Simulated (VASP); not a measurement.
# BaTiO3 (Pm-3m) in VASP: single point with r2SCAN

Aim: the single point of BaTiO3 with r2SCAN.

All numbers are computed with VASP 6.6.1; they aren't measurements. Logs are shortened: lines on timing, memory, paths and dates and some standing lists are left out, and cuts for length are marked.

## (1) The cell of the first run

Symmetry: Pm-3m, No. 221, cubic system. The conventional cell has a = 4.050 Å, b = 4.050 Å, c = 4.050 Å, α = 90.00°, β = 90.00°, γ = 90.00°. Ba (site symmetry m-3m) has 12 O at 2.86 Å and 8 Ti at 3.51 Å within 3.8 Å. Within 2.7 Å of Ti (site symmetry m-3m) lie 6 O at 2.03 Å. O (site symmetry 4/mmm) has 2 Ti at 2.03 Å within 2.7 Å. Within 2.7 Å of O (site symmetry 4/mmm) lie 2 Ti at 2.03 Å.

## (2) Single point, r2SCAN

Contents of POSCAR:

```
BaTiO3
1.0
    8.1005367000      0.0000000000      0.0000000000
    0.0000000000      4.0502683500      0.0000000000
    0.0000000000      0.0000000000      4.0502683500
Ba Ti O
2 2 6
Direct
    0.0000000000      0.0000000000      0.0000000000
    0.5000000000      0.0000000000      0.0000000000
    0.2500000000      0.5000000000      0.5000000000
    0.7500000000      0.5000000000      0.5000000000
    0.0000000000      0.5000000000      0.5000000000
    0.5000000000      0.5000000000      0.5000000000
    0.2500000000      0.0000000000      0.5000000000
    0.7500000000      0.0000000000      0.5000000000
    0.2500000000      0.5000000000      0.0000000000
    0.7500000000      0.5000000000      0.0000000000
```

Contents of INCAR.step1:

```
ALGO = Normal
EDIFF = 1E-4
ENCUT = 520
GGA = PE
ISMEAR = 0
LASPH = True
LCHARG = False
LREAL = False
LWAVE = True
NBANDS = 51
NELM = 80
PREC = Accurate
SIGMA = 0.0689
```

Contents of INCAR.step2:

```
ALGO = Normal
EDIFF = 1E-7
ENCUT = 520
ISIF = 2
ISMEAR = 0
ISTART = 1
LASPH = True
LCHARG = False
LMIXTAU = True
LREAL = False
LWAVE = False
METAGGA = R2SCAN
NBANDS = 51
NELM = 80
PREC = Accurate
SIGMA = 0.0689
```

Contents of KPOINTS:

```
k-points
0
Gamma
  3 6 6
```

Potentials or basis: VASP PAW PBE potentials, release 64 (Ba_sv, Ti_sv, O).

On the command line:

```bash
cat potpaw_PBE.64/Ba_sv/POTCAR potpaw_PBE.64/Ti_sv/POTCAR potpaw_PBE.64/O/POTCAR > POTCAR
cp INCAR.step1 INCAR
mpirun -np 1 vasp_std > vasp.out
cp INCAR.step2 INCAR
mpirun -np 1 vasp_std > vasp.out
```

OUTCAR:

```text
EDIFF = 1E-7
   ENCUT = 520
   ISIF = 2
   ISMEAR = 0
   ISTART = 1
   LASPH = True
   LREAL = False
   METAGGA = R2SCAN
   NELM = 80
   PREC = Accurate

 ion  position               nearest neighbor table
   1  0.000  0.000  0.000-   5 2.86   7 2.86   8 2.86   9 2.86  10 2.86   5 2.86   7 2.86   8 2.86
                             5 2.86   9 2.86  10 2.86   5 2.86   3 3.51   4 3.51   4 3.51   4 3.51
   2  0.500  0.000  0.000-   6 2.86   7 2.86   8 2.86   9 2.86  10 2.86   6 2.86   7 2.86   8 2.86
                             6 2.86   9 2.86  10 2.86   6 2.86   3 3.51   4 3.51   4 3.51   4 3.51
   3  0.250  0.500  0.500-   5 2.03   6 2.03   7 2.03   9 2.03   9 2.03   7 2.03   1 3.51   2 3.51
                             1 3.51   1 3.51   2 3.51   2 3.51   1 3.51   2 3.51
   4  0.750  0.500  0.500-   5 2.03   6 2.03   8 2.03  10 2.03  10 2.03   8 2.03   1 3.51   2 3.51
                             1 3.51   1 3.51   2 3.51   2 3.51   1 3.51   2 3.51
   5  0.000  0.500  0.500-   3 2.03   4 2.03   1 2.86   1 2.86   1 2.86   1 2.86
   6  0.500  0.500  0.500-   3 2.03   4 2.03   2 2.86   2 2.86   2 2.86   2 2.86
   7  0.250  0.000  0.500-   3 2.03   3 2.03   1 2.86   1 2.86   2 2.86   2 2.86
   8  0.750  0.000  0.500-   4 2.03   4 2.03   1 2.86   1 2.86   2 2.86   2 2.86
   9  0.250  0.500  0.000-   3 2.03   3 2.03   1 2.86   2 2.86   1 2.86   2 2.86
  10  0.750  0.500  0.000-   4 2.03   4 2.03   1 2.86   2 2.86   1 2.86   2 2.86

  LATTYP: Found a simple tetragonal cell.
 ALAT       =     4.0502683500
 C/A-ratio  =     2.0000000000

  Lattice vectors:

 A1 = (   0.0000000000,   4.0502683500,   0.0000000000)
 A2 = (   0.0000000000,   0.0000000000,   4.0502683500)
 A3 = (   8.1005367000,   0.0000000000,   0.0000000000)

Analysis of symmetry for initial positions (statically):
=====================================================================
 Subroutine PRICEL returns following result:

  LATTYP: Found a simple cubic cell.
 ALAT       =     4.0502683500

  Lattice vectors:

 A1 = (   4.0502683500,   0.0000000000,   0.0000000000)
 A2 = (   0.0000000000,   4.0502683500,   0.0000000000)
 A3 = (   0.0000000000,   0.0000000000,   4.0502683500)

   2 primitive cells build up your supercell.

 Routine SETGRP: Setting up the symmetry group for a
 simple tetragonal supercell.

 Subroutine GETGRP returns: Found 16 space group operations
 (whereof 16 operations were pure point group operations)
 out of a pool of 16 trial point group operations.

The static configuration has the point symmetry D_4h.

Analysis of symmetry for dynamics (positions and initial velocities):
=====================================================================
 Subroutine PRICEL returns following result:

  LATTYP: Found a simple cubic cell.
 ALAT       =     4.0502683500

  Lattice vectors:

 A1 = (   4.0502683500,   0.0000000000,   0.0000000000)
 A2 = (   0.0000000000,   4.0502683500,   0.0000000000)
 A3 = (   0.0000000000,   0.0000000000,   4.0502683500)

   2 primitive cells build up your supercell.

 Routine SETGRP: Setting up the symmetry group for a
 simple tetragonal supercell.

 Subroutine GETGRP returns: Found 16 space group operations
 (whereof 16 operations were pure point group operations)
 out of a pool of 16 trial point group operations.

The dynamic configuration has the point symmetry D_4h.

 Subroutine INISYM returns: Found 16 space group operations
 (whereof 16 operations are pure point group operations),
 and found     2 'primitive' translations

----------------------------------------------------------------------------------------

                                     Primitive cell

  volume of cell :      66.4433

  direct lattice vectors                    reciprocal lattice vectors
     4.050268350  0.000000000  0.000000000     0.246897221  0.000000000  0.000000000
     0.000000000  4.050268350  0.000000000     0.000000000  0.246897221  0.000000000
     0.000000000  0.000000000  4.050268350     0.000000000  0.000000000  0.246897221

  length of vectors
     4.050268350  4.050268350  4.050268350     0.246897221  0.246897221  0.246897221

  position of ions in fractional coordinates (direct lattice)
     0.000000000  0.000000000  0.000000000
     0.500000000  0.500000000  0.500000000
     0.000000000  0.500000000  0.500000000
     0.500000000  0.000000000  0.500000000
     0.500000000  0.500000000  0.000000000

  ion indices of the primitive-cell ions
   primitive index   ion index
                 1           1
                 2           3
                 3           5
                 4           7
                 5           9

----------------------------------------------------------------------------------------

 KPOINTS: k-points

Automatic generation of k-mesh.
 Grid dimensions read from file:
 generate k-points for:    3    6    6

 Generating k-lattice:

  Cartesian coordinates                     Fractional coordinates (reciprocal lattice)
     0.041149537  0.000000000  0.000000000     0.333333333  0.000000000  0.000000000
     0.000000000  0.041149537  0.000000000     0.000000000  0.166666667  0.000000000
     0.000000000  0.000000000  0.041149537     0.000000000  0.000000000  0.166666667

  Length of vectors
     0.041149537  0.041149537  0.041149537

  Shift w.r.t. Gamma in fractional coordinates (k-lattice)
     0.000000000  0.000000000  0.000000000

 Subroutine IBZKPT returns following result:
 ===========================================

 Found     20 irreducible k-points:

 Following reciprocal coordinates:
            Coordinates               Weight
  0.000000  0.000000  0.000000      1.000000
  0.333333  0.000000  0.000000      2.000000
  0.000000  0.166667  0.000000      4.000000
  0.333333  0.166667  0.000000      8.000000
  0.000000  0.333333  0.000000      4.000000
  0.333333  0.333333  0.000000      8.000000
[... 12 lines left out ...]
  0.000000  0.500000  0.500000      1.000000
  0.333333  0.500000  0.500000      2.000000
   k-points           NKPTS =     20   k-points in BZ     NKDIM =     20   number of bands    NBANDS=     51
   number of dos      NEDOS =    301   number of ions     NIONS =     10
   total plane-waves  NPLWV =  54000
   dimension x,y,z NGX =    60 NGY =   30 NGZ =   30
   dimension x,y,z NGXF=   120 NGYF=   60 NGZF=   60
   ions per type =               2   2   6
   NGX,Y,Z   is equivalent  to a cutoff of  12.31, 12.31, 12.31 a.u.
   NGXF,Y,Z  is equivalent  to a cutoff of  24.63, 24.63, 24.63 a.u.
 SYSTEM =  unknown system
   PREC   = accura    normal or accurate (medium, high low for compatibility)
   ISTART =      1    job   : 0-new  1-cont  2-samecut
   ICHARG =      0    charge: 1-file 2-atom 10-const
   ISPIN  =      1    spin polarized calculation?
   LNONCOLLINEAR =      F non collinear calculations
   LSORBIT =      F    spin-orbit coupling
   LASPH  =      T    aspherical Exc in radial PAW
   ENCUT  =  520.0 eV  38.22 Ry    6.18 a.u.  15.06  7.53  7.53*2*pi/ulx,y,z
   NELM   =     80;   NELMIN=  2; NELMDL=  0     # of ELM steps
   EDIFF  = 0.1E-06   stopping-criterion for ELM
   LREAL  =      F    real-space projection
   EDIFFG = 0.1E-05   stopping-criterion for IOM
   NSW    =      0    number of steps for IOM
   IBRION =     -1    ionic relax: 0-MD 1-quasi-New 2-CG
   NFREE  =      0    steps in history (QN), initial steepest desc. (CG)
   ISIF   =      2    stress and relaxation
   ISYM   =      2    0-nonsym 1-usesym 2-fastsym
   POTIM  = 0.5000    time-step for ionic-motion
   TEBEG  =    0.0;   TEEND  =   0.0 temperature during run
   PSTRESS=    0.0 pullay stress
   NELECT =      80.0000    total number of electrons
   NUPDOWN=      -1.0000    fix difference up-down
   EMIN   =  10.00;   EMAX   =-10.00  energy-range for DOS
   EFERMI =   0.00;   METHOD = LEGACY
   ISMEAR =     0;   SIGMA  =   0.07  broadening in eV -4-tet -1-fermi 0-gaus
   EFERMI_NEDOS =   21; number of points for ismear=-14 and -15
   IALGO  =     38    algorithm
   IMIX   =      4    mixing-type and parameters
     AMIX     =   0.40;   BMIX     =  1.00
     AMIX_MAG =   1.60;   BMIX_MAG =  1.00
  volume/ion in A,a.u.               =      13.29        89.68
  Fermi-wavevector in a.u.,A,eV,Ry     =   1.382328  2.612221 25.998421  1.910830
  Thomas-Fermi vector in A             =   2.507029
   LORBIT       =      0    0 simple, 1 ext, 2 COOP (PROOUT), +10 PAW based schemes
   METAGGA = R2SCAN    functional components
   LHFCALC =     F    Hartree Fock is set to
   AEXX    =    0.0000 exact exchange contribution
   IVDW    =     0    specifies the selected vdW correction
   LEPSILON=     F    determine dielectric tensor
   LRPA    =     F    only Hartree local field effects (RPA)
 non-spin polarized calculation
 Gauss-broadening in eV      SIGMA  =   0.07
  energy-cutoff  :      520.00
  volume of cell :      132.89
 maximum number of plane-waves:      3609
   NGX = 31   NGY = 15   NGZ = 15

 number of electron      79.9999959 magnetization

 Free energy of the ion-electron system (eV)
  ---------------------------------------------------
  ext. energy  EPLUGINS =         0.00000000
  ---------------------------------------------------
  free energy    TOTEN  =      -148.40726994 eV

  energy without entropy =     -148.40726994  energy(sigma->0) =     -148.40726994

 E-fermi :   3.7365     XC(G=0): -11.7180

 val. band max:        3.2618525397   @ k =   0.0000   0.5000   0.5000
 cond. band min:       5.3101047657   @ k =   0.0000   0.0000   0.0000
 fundamental gap:      2.0482522259
 Fermi energy:         3.7365160550

 k-point     1 :       0.0000    0.0000    0.0000
  band No.  band energies     occupation
      1     -55.7864      2.00000
      2     -55.7855      2.00000
      3     -30.9721      2.00000
      4     -30.9241      2.00000
      5     -30.9241      2.00000
      6     -30.9241      2.00000
[... 43 lines left out ...]
     50       8.8157      0.00000
     51       8.8157      0.00000
[... 1024 lines left out ...]
     50      10.9576      0.00000
     51      11.1356      0.00000

------------------------ aborting loop because EDIFF is reached ----------------------------------------

  FORCE on cell =-STRESS in cart. coord.  units (eV):
  Direction    XX          YY          ZZ          XY          YZ          ZX
  --------------------------------------------------------------------------------------
  -------------------------------------------------------------------------------------
  Total       -4.3105479     -4.3106792     -4.3106792      0.0000000      0.0000000      0.0000000
  in kB      -51.9710708    -51.9726537    -51.9726537      0.0000000      0.0000000      0.0000000
  external PRESSURE =     -51.9721261 kB  Pullay stress =       0.0000000 kB

 VOLUME and BASIS-vectors are now :
 -----------------------------------------------------------------------------
  energy-cutoff  :      520.00
  volume of cell :      132.89
      direct lattice vectors                 reciprocal lattice vectors
     8.100536700  0.000000000  0.000000000     0.123448611  0.000000000  0.000000000
     0.000000000  4.050268350  0.000000000     0.000000000  0.246897221  0.000000000
     0.000000000  0.000000000  4.050268350     0.000000000  0.000000000  0.246897221

 POSITION                                       TOTAL-FORCE (eV/Angst)
 -----------------------------------------------------------------------------------
      0.00000      0.00000      0.00000         0.000000      0.000000      0.000000
      4.05027      0.00000      0.00000         0.000000      0.000000      0.000000
      2.02513      2.02513      2.02513         0.000000      0.000000     -0.000000
      6.07540      2.02513      2.02513         0.000000     -0.000000     -0.000000
      0.00000      2.02513      2.02513         0.000000     -0.000000      0.000000
      4.05027      2.02513      2.02513         0.000000     -0.000000      0.000000
      2.02513      0.00000      2.02513        -0.000000      0.000000      0.000000
      6.07540      0.00000      2.02513        -0.000000     -0.000000      0.000000
      2.02513      2.02513      0.00000        -0.000000      0.000000      0.000000
      6.07540      2.02513      0.00000        -0.000000     -0.000000      0.000000
 -----------------------------------------------------------------------------------
    total drift:                                0.000000     -0.000000     -0.000000

  FREE ENERGIE OF THE ION-ELECTRON SYSTEM (eV)
  ---------------------------------------------------
  free  energy   TOTEN  =      -148.4072699392 eV

  energy  without entropy=     -148.4072699392  energy(sigma->0) =     -148.40726994
```

It took 7.2 min on 1 thread of AMD EPYC 7R13 (Zen 3), shared host; peak memory 0.28 GiB.

Results:

```
Free energy            : -148.4073 eV
Pressure               : -5.2 GPa
Band gap on the k mesh : 2.05 eV
```

Levels at points of the mesh, in eV from the valence-band top:
| k point | band 36 | band 37 | band 38 | band 39 | band 40 | band 41 | band 42 | band 43 | band 44 | band 45 |
| --- | --- | --- | --- | --- | --- | --- | --- | --- | --- | --- |
| (0.00, 0.00, 0.00) | -0.74 | -0.74 | -0.19 | -0.19 | -0.19 | 2.05 | 2.05 | 2.05 | 2.18 | 3.66 |
| (0.00, 0.50, 0.00) | -0.90 | -0.90 | -0.74 | -0.74 | -0.08 | 2.18 | 3.66 | 3.66 | 3.66 | 3.66 |
| (0.00, 0.50, 0.50) | -0.90 | -0.08 | 0.00 | 0.00 | 0.00 | 3.66 | 3.66 | 4.09 | 4.31 | 4.31 |

Caveat: the cell stands under tension; the PAW data sets were made with another functional, which shifts forces and pressure a little; spin-orbit coupling is left out, which moves the levels of the heavy elements. A k mesh can miss the band edges.
